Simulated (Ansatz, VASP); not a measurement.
**One calculation of MgO, two programs**

Contents of INCAR:

```
PREC     = Accurate       # precision mode
ENCUT    = 520            # plane-wave cutoff, eV
EDIFF    = 1E-6           # SCF threshold, eV
ISMEAR   = 0              # smearing method
SIGMA    = 0.05           # smearing width, eV
LREAL    = False          # projectors in reciprocal space
LASPH    = True           # aspherical terms in the spheres
NELM     = 60             # most SCF steps
ALGO     = Normal         # electronic algorithm
ISIF     = 2              # what is computed and relaxed
LWAVE    = False          # write WAVECAR
LCHARG   = False          # write CHGCAR
GGA      = PS             # functional
NBANDS   = 26             # bands
```

KPOINTS

```
regular mesh
0
Gamma
  9 9 4
```

POSCAR

```
MgO
1.0
    3.2553371795      0.0000000000      0.0000000000
   -1.6276685897      2.8192046953      0.0000000000
    0.0000000000      0.0000000000     10.4149514991
Mg O
4 4
Direct
    0.3333333333      0.6666666667      0.9695963559
    0.0000000000      0.0000000000      0.2209473890
    0.0000000000      0.0000000000      0.7209473890
    0.6666666667      0.3333333333      0.4695963559
    0.3333333333      0.6666666667      0.7799156657
   -0.0798688387      0.0000000000      0.5045746589
    0.0000000000      0.0000000000      0.0295387694
    0.6666666667      0.3333333333      0.2799156657
```

Input for Ansatz:

```yaml
crystal:
  lattice:
    - [3.2553371795, 0.0, 0.0]
    - [-1.6276685897, 2.8192046953, 0.0]
    - [0.0, 0.0, 10.4149514991]
  atoms:
    - { symbol: Mg, position: [0.3333333333, 0.6666666667, 0.9695963559] }
    - { symbol: Mg, position: [0.0, 0.0, 0.220947389] }
    - { symbol: Mg, position: [0.0, 0.0, 0.720947389] }
    - { symbol: Mg, position: [0.6666666667, 0.3333333333, 0.4695963559] }
    - { symbol: O, position: [0.3333333333, 0.6666666667, 0.7799156657] }
    - { symbol: O, position: [-0.0798688387, 0.0, 0.5045746589] }
    - { symbol: O, position: [0.0, 0.0, 0.0295387694] }
    - { symbol: O, position: [0.6666666667, 0.3333333333, 0.2799156657] }
basis:
  ecutwfc: 420
kpoints:
  mp_grid: { grid: [9, 9, 4] }
hamiltonian:
  xc: pbesol
  pseudopotentials: { kind: paw, azcp: { folder: soft_1 } }
scf:
  occupations: { method: gaussian, width: 0.05 }
output:
  forces: true
  stress: true
  eigenvalues: true
```

Alike in both runs: task single point; functional PBEsol; k mesh 9 × 9 × 4; occupations gaussian, width 0.05 eV; no spin polarisation.

|  | VASP | Ansatz |
| --- | --- | --- |
| version | VASP 6.6.1 | Ansatz 0.2.0 |
| potentials or method | VASP PAW PBE potentials, release 64 (Mg, O), cutoff 520 eV | scalar-relativistic, plane waves, PAW |
| valence electrons in the cell | 32 | 64 |

Ansatz gave:

```
gap on the k mesh at the Fermi level (eV)                     : 2.65
least direct gap on the mesh (eV)                             : 2.65
pressure (GPa)                                                : 3.0
traceless stress, the component that is largest in VASP (GPa) : -5.89
rms of the force components (eV/Å)                            : 1.530
```

Q: Estimate VASP's values.

A: gap on the k mesh at the Fermi level (eV): 2.63; least direct gap on the mesh (eV): 2.63; pressure (GPa): 2.9; traceless stress, the component that is largest in VASP (GPa): -6.12; rms of the force components (eV/Å): 1.579.

VASP's potentials were made for PBE, not for PBEsol, and Ansatz warns of the same on its side. Atom by atom the forces differ by 0.051 eV/Å (rms over components). The functional is the same, so the differences come from potentials, cutoffs and numerics. VASP's potentials hold 32 valence electrons a cell and Ansatz's 64, so a difference there can come from the potentials and not from the codes.
